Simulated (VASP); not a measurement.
# PbS (Cmcm) in VASP: a series of runs

Runs on PbS. Level: PBEsol. Tasks: single point.

Everything below comes from runs of VASP 6.6.1. Logs are shortened: lines on timing, memory, paths and dates and some standing lists are left out, and cuts for length are marked.

## (1) The cell of the first run

It takes space group Cmcm (No. 63, orthorhombic). The conventional cell has a = 4.160 Å, b = 11.983 Å, c = 4.279 Å, α = 90.00°, β = 90.00°, γ = 90.00°. Pb (site symmetry m2m) has 5 S at 2.69 to 2.99 Å within 3.5 Å. Within 3.5 Å of S (site symmetry m2m) lie 5 Pb at 2.69 to 2.99 Å.

## (2) Single point, PBEsol

The input, INCAR:

```
SYSTEM = PbS
  PREC = Accurate
  ENCUT = 520
  EDIFF = 1E-6
  ISMEAR = 1
  SIGMA = 0.02
  LREAL = .False.
  LASPH = .True.
  NELM = 100
  ALGO = Normal
  ISIF = 2
  LWAVE = .False.
  LCHARG = .False.
  GGA = PS
  NBANDS = 28
```

The input, KPOINTS:

```
Automatic mesh
0
Gamma
  4 4 4
  0 0 0
```

The input, POSCAR:

```
PbS
1.0
    2.0799526900     -5.9912968600      0.0000000000
    2.0799526900      5.9912968600      0.0000000000
    0.0000000000      0.0000000000      4.2793209400
Pb S
2 2
Direct
    0.8694366500      0.1305633500      0.7500000000
    0.1305633500      0.8694366500      0.2500000000
    0.6452029100      0.3547970900      0.7500000000
    0.3547970900      0.6452029100      0.2500000000
```

Potentials or basis: VASP PAW PBE potentials, release 64 (Pb_d, S).

Launch:

```console
$ cat potpaw_PBE.64/Pb_d/POTCAR potpaw_PBE.64/S/POTCAR > POTCAR
$ mpirun -np 1 vasp_std > vasp.out
```

OUTCAR:

```text
SYSTEM = PbS
   PREC = Accurate
   ENCUT = 520
   EDIFF = 1E-6
   ISMEAR = 1
   LREAL = .False.
   LASPH = .True.
   NELM = 100
   ISIF = 2
   GGA = PS

 ion  position               nearest neighbor table
   1  0.869  0.131  0.750-   3 2.69   4 2.99   4 2.99   4 2.99   4 2.99   2 3.79   2 3.79   2 4.13
                             2 4.13   2 4.13   2 4.13
   2  0.131  0.869  0.250-   4 2.69   3 2.99   3 2.99   3 2.99   3 2.99   1 3.79   1 3.79   1 4.13
                             1 4.13   1 4.13   1 4.13
   3  0.645  0.355  0.750-   1 2.69   2 2.99   2 2.99   2 2.99   2 2.99
   4  0.355  0.645  0.250-   2 2.69   1 2.99   1 2.99   1 2.99   1 2.99

  LATTYP: Found a base centered orthorhombic cell.
 ALAT       =     4.1599053800
 B/A-ratio  =     2.8804967001
 C/A-ratio  =     1.0287063164

  Lattice vectors:

 A1 = (   2.0799526900,  -5.9912968600,   0.0000000000)
 A2 = (   2.0799526900,   5.9912968600,   0.0000000000)
 A3 = (   0.0000000000,   0.0000000000,   4.2793209400)

Analysis of symmetry for initial positions (statically):
=====================================================================
 Subroutine PRICEL returns:
 Original cell was already a primitive cell.

 Routine SETGRP: Setting up the symmetry group for a
 base centered orthorhombic supercell.

 Subroutine GETGRP returns: Found  8 space group operations
 (whereof  4 operations were pure point group operations)
 out of a pool of  8 trial point group operations.

The static configuration has the point symmetry C_2h.
 The point group associated with its full space group is D_2h.

Analysis of symmetry for dynamics (positions and initial velocities):
=====================================================================
 Subroutine PRICEL returns:
 Original cell was already a primitive cell.

 Routine SETGRP: Setting up the symmetry group for a
 base centered orthorhombic supercell.

 Subroutine GETGRP returns: Found  8 space group operations
 (whereof  4 operations were pure point group operations)
 out of a pool of  8 trial point group operations.

The dynamic configuration has the point symmetry C_2h.
 The point group associated with its full space group is D_2h.

 Subroutine INISYM returns: Found  8 space group operations
 (whereof  4 operations are pure point group operations),
 and found     1 'primitive' translations

----------------------------------------------------------------------------------------

                                     Primitive cell

  volume of cell :     106.6545

  direct lattice vectors                    reciprocal lattice vectors
     2.079952690 -5.991296860  0.000000000     0.240390083 -0.083454386  0.000000000
     2.079952690  5.991296860  0.000000000     0.240390083  0.083454386  0.000000000
     0.000000000  0.000000000  4.279320940     0.000000000  0.000000000  0.233681936

  length of vectors
     6.342069162  6.342069162  4.279320940     0.254464195  0.254464195  0.233681936

  position of ions in fractional coordinates (direct lattice)
     0.869436650  0.130563350  0.750000000
     0.130563350  0.869436650  0.250000000
     0.645202910  0.354797090  0.750000000
     0.354797090  0.645202910  0.250000000

  ion indices of the primitive-cell ions
   primitive index   ion index
                 1           1
                 2           2
                 3           3
                 4           4

----------------------------------------------------------------------------------------

 KPOINTS: Automatic mesh

Automatic generation of k-mesh.
 Grid dimensions read from file:
 generate k-points for:    4    4    4

 Generating k-lattice:

  Cartesian coordinates                     Fractional coordinates (reciprocal lattice)
     0.060097521 -0.020863596  0.000000000     0.250000000  0.000000000  0.000000000
     0.060097521  0.020863596  0.000000000     0.000000000  0.250000000  0.000000000
     0.000000000  0.000000000  0.058420484     0.000000000  0.000000000  0.250000000

  Length of vectors
     0.063616049  0.063616049  0.058420484

  Shift w.r.t. Gamma in fractional coordinates (k-lattice)
     0.000000000  0.000000000  0.000000000

 Subroutine IBZKPT returns following result:
 ===========================================

 Found     21 irreducible k-points:

 Following reciprocal coordinates:
            Coordinates               Weight
  0.000000  0.000000  0.000000      1.000000
  0.250000  0.000000  0.000000      4.000000
  0.500000  0.000000  0.000000      2.000000
  0.250000  0.250000  0.000000      2.000000
  0.500000  0.250000  0.000000      4.000000
 -0.250000  0.250000  0.000000      2.000000
[... 13 lines left out ...]
 -0.250000  0.250000  0.500000      2.000000
  0.500000  0.500000  0.500000      1.000000
   k-points           NKPTS =     21   k-points in BZ     NKDIM =     21   number of bands    NBANDS=     28
   number of dos      NEDOS =    301   number of ions     NIONS =      4
   total plane-waves  NPLWV =  73728
   dimension x,y,z NGX =    48 NGY =   48 NGZ =   32
   dimension x,y,z NGXF=    96 NGYF=   96 NGZF=   64
   ions per type =               2   2
   NGX,Y,Z   is equivalent  to a cutoff of  12.58, 12.58, 12.43 a.u.
   NGXF,Y,Z  is equivalent  to a cutoff of  25.16, 25.16, 24.86 a.u.
 SYSTEM =  PbS
   PREC   = accura    normal or accurate (medium, high low for compatibility)
   ISTART =      0    job   : 0-new  1-cont  2-samecut
   ICHARG =      2    charge: 1-file 2-atom 10-const
   ISPIN  =      1    spin polarized calculation?
   LNONCOLLINEAR =      F non collinear calculations
   LSORBIT =      F    spin-orbit coupling
   LASPH  =      T    aspherical Exc in radial PAW
   ENCUT  =  520.0 eV  38.22 Ry    6.18 a.u.  11.79 11.79  7.96*2*pi/ulx,y,z
   NELM   =    100;   NELMIN=  2; NELMDL= -5     # of ELM steps
   EDIFF  = 0.1E-05   stopping-criterion for ELM
   LREAL  =      F    real-space projection
   EDIFFG = 0.1E-04   stopping-criterion for IOM
   NSW    =      0    number of steps for IOM
   IBRION =     -1    ionic relax: 0-MD 1-quasi-New 2-CG
   NFREE  =      0    steps in history (QN), initial steepest desc. (CG)
   ISIF   =      2    stress and relaxation
   ISYM   =      2    0-nonsym 1-usesym 2-fastsym
   POTIM  = 0.5000    time-step for ionic-motion
   TEBEG  =    0.0;   TEEND  =   0.0 temperature during run
   PSTRESS=    0.0 pullay stress
   NELECT =      40.0000    total number of electrons
   NUPDOWN=      -1.0000    fix difference up-down
   EMIN   =  10.00;   EMAX   =-10.00  energy-range for DOS
   EFERMI =   0.00;   METHOD = LEGACY
   ISMEAR =     1;   SIGMA  =   0.02  broadening in eV -4-tet -1-fermi 0-gaus
   EFERMI_NEDOS =   21; number of points for ismear=-14 and -15
   IALGO  =     38    algorithm
   IMIX   =      4    mixing-type and parameters
     AMIX     =   0.40;   BMIX     =  1.00
     AMIX_MAG =   1.60;   BMIX_MAG =  1.00
  volume/ion in A,a.u.               =      26.66       179.94
  Fermi-wavevector in a.u.,A,eV,Ry     =   1.180597  2.231005 18.963935  1.393810
  Thomas-Fermi vector in A             =   2.316887
   LORBIT       =      0    0 simple, 1 ext, 2 COOP (PROOUT), +10 PAW based schemes
   GGA     = PS    functional components
   LHFCALC =     F    Hartree Fock is set to
   AEXX    =    0.0000 exact exchange contribution
   IVDW    =     0    specifies the selected vdW correction
   LEPSILON=     F    determine dielectric tensor
   LRPA    =     F    only Hartree local field effects (RPA)
 non-spin polarized calculation
 Methfessel and Paxton  Order N= 1 SIGMA  =   0.02
  energy-cutoff  :      520.00
  volume of cell :      106.65
 maximum number of plane-waves:      2904
   NGX = 23   NGY = 23   NGZ = 15

 number of electron      40.0000007 magnetization

 Free energy of the ion-electron system (eV)
  ---------------------------------------------------
  ext. energy  EPLUGINS =         0.00000000
  ---------------------------------------------------
  free energy    TOTEN  =       -18.76125757 eV

  energy without entropy =      -18.76129381  energy(sigma->0) =      -18.76126965

 E-fermi :   4.6913     XC(G=0):  -9.7828

 val. band max:        4.6745093430   @ k =   0.0000   0.0000   0.5000
 cond. band min:       5.8903255638   @ k =   0.5000   0.5000   0.0000
 fundamental gap:      1.2158162208
 Fermi energy:         4.6913469871

 k-point     1 :       0.0000    0.0000    0.0000
  band No.  band energies     occupation
      1     -11.5249      2.00000
      2     -11.4227      2.00000
      3     -11.4134      2.00000
      4     -11.4111      2.00000
      5     -11.3765      2.00000
      6     -11.3729      2.00000
[... 20 lines left out ...]
     27      10.8474      0.00000
     28      11.6754      0.00000

 k-point     2 :       0.2500    0.0000    0.0000
  band No.  band energies     occupation
      1     -11.4909      2.00000
      2     -11.4105      2.00000
      3     -11.4087      2.00000
      4     -11.3903      2.00000
      5     -11.3870      2.00000
      6     -11.3812      2.00000
[... 20 lines left out ...]
     27      11.6879      0.00000
     28      12.5962      0.00000

 k-point     3 :       0.5000    0.0000    0.0000
  band No.  band energies     occupation
      1     -11.4385      2.00000
      2     -11.4287      2.00000
      3     -11.4117      2.00000
      4     -11.4090      2.00000
      5     -11.3838      2.00000
      6     -11.3769      2.00000
[... 20 lines left out ...]
     27      12.6225      0.00000
     28      13.8709      0.00000

 k-point     4 :       0.2500    0.2500    0.0000
  band No.  band energies     occupation
      1     -11.4388      2.00000
      2     -11.4286      2.00000
      3     -11.4187      2.00000
      4     -11.3985      2.00000
      5     -11.3838      2.00000
      6     -11.3737      2.00000
[... 485 lines left out ...]
     27      11.6291      0.00000
     28      11.6291      0.00000

 k-point    20 :      -0.2500    0.2500    0.5000
  band No.  band energies     occupation
      1     -11.4495      2.00000
      2     -11.4495      2.00000
      3     -11.4014      2.00000
      4     -11.4014      2.00000
      5     -11.3766      2.00000
      6     -11.3766      2.00000
[... 20 lines left out ...]
     27      14.0641      0.00000
     28      14.0642      0.00000

 k-point    21 :       0.5000    0.5000    0.5000
  band No.  band energies     occupation
      1     -11.4543      2.00000
      2     -11.4543      2.00000
      3     -11.3946      2.00000
      4     -11.3946      2.00000
      5     -11.3772      2.00000
      6     -11.3772      2.00000
[... 20 lines left out ...]
     27      13.2791      0.00000
     28      13.2791      0.00000

------------------------ aborting loop because EDIFF is reached ----------------------------------------

  FORCE on cell =-STRESS in cart. coord.  units (eV):
  Direction    XX          YY          ZZ          XY          YZ          ZX
  --------------------------------------------------------------------------------------
  -------------------------------------------------------------------------------------
  Total       -1.3710293     -1.1686741     -1.4994985      0.0000000      0.0000000      0.0000000
  in kB      -20.5957767    -17.5559710    -22.5256571      0.0000000      0.0000000      0.0000000
  external PRESSURE =     -20.2258016 kB  Pullay stress =       0.0000000 kB

 VOLUME and BASIS-vectors are now :
 -----------------------------------------------------------------------------
  energy-cutoff  :      520.00
  volume of cell :      106.65
      direct lattice vectors                 reciprocal lattice vectors
     2.079952690 -5.991296860  0.000000000     0.240390083 -0.083454386  0.000000000
     2.079952690  5.991296860  0.000000000     0.240390083  0.083454386  0.000000000
     0.000000000  0.000000000  4.279320940     0.000000000  0.000000000  0.233681936

 POSITION                                       TOTAL-FORCE (eV/Angst)
 -----------------------------------------------------------------------------------
      2.07995     -4.42681      3.20949         0.000000      0.040864     -0.000000
      2.07995      4.42681      1.06983         0.000000     -0.040864      0.000000
      2.07995     -1.73991      3.20949         0.000000     -0.019847      0.000000
      2.07995      1.73991      1.06983         0.000000      0.019847      0.000000
 -----------------------------------------------------------------------------------
    total drift:                               -0.000000     -0.000000      0.000000

  FREE ENERGIE OF THE ION-ELECTRON SYSTEM (eV)
  ---------------------------------------------------
  free  energy   TOTEN  =       -18.7612575693 eV

  energy  without entropy=      -18.7612938062  energy(sigma->0) =      -18.76126965
```

Wall time 34 s (1 thread of AMD EPYC 9R45 (Zen 5), shared host); peak memory 0.24 GiB.

What came out:

- Free energy: -18.7613 eV
- Pressure: -2.0 GPa
- Largest force: 0.041 eV/Å
- Band gap on the k mesh: 1.22 eV, indirect (least direct gap 1.57 eV)

Forces on the atoms (eV/Å):
```
Pb   0.000  0.041  0.000
Pb   0.000 -0.041  0.000
S    0.000 -0.020  0.000
S    0.000  0.020  0.000
```

Caveat: the PAW data sets were made with another functional, which shifts forces and pressure a little; spin-orbit coupling is left out, which moves the levels of the heavy elements. A k mesh can miss the band edges.

[end of part 1 of 2]
